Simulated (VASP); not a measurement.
Runs of VASP 6.6.1 on W. Symmetry: Pbcm, No. 57, orthorhombic system. The conventional cell has a = 2.810 Å, b = 4.864 Å, c = 4.924 Å, α = 90.00°, β = 90.00°, γ = 90.00°. Within 3.6 Å of W (site symmetry m) lie 12 W at 2.70 to 3.06 Å. 

```tsv
k mesh	gap on the mesh (eV)	pressure (GPa)	largest force (eV/Å)
5 × 3 × 3	none	-9.8	(c)
6 × 4 × 4	none	-10.0	0.05
4 × 3 × 3	none	-10.7	0.37
3 × 2 × 2	none	(a)	0.18
7 × 4 × 4	none	(b)	0.10
```

Alike in all rows: task single point; level PBEsol; potentials or basis VASP PAW PBE potentials, release 64 (W_sv); no spin polarisation; cell as given; cutoff (eV) 520; smearing methfessel-paxton 0.1 eV.

Problem. Estimate the missing entries.

Solution. (a) -7.9; (b) -10.2; (c) 0.55.

Caveats: some runs use coarse meshes; the PAW data sets were made with another functional, which shifts forces and pressure a little; spin-orbit coupling is left out, which moves the levels of the heavy elements.

A k mesh can miss the band edges, and the runs leave out spin-orbit coupling on W.

A gap of «none» marks levels without a gap at the run's occupations.
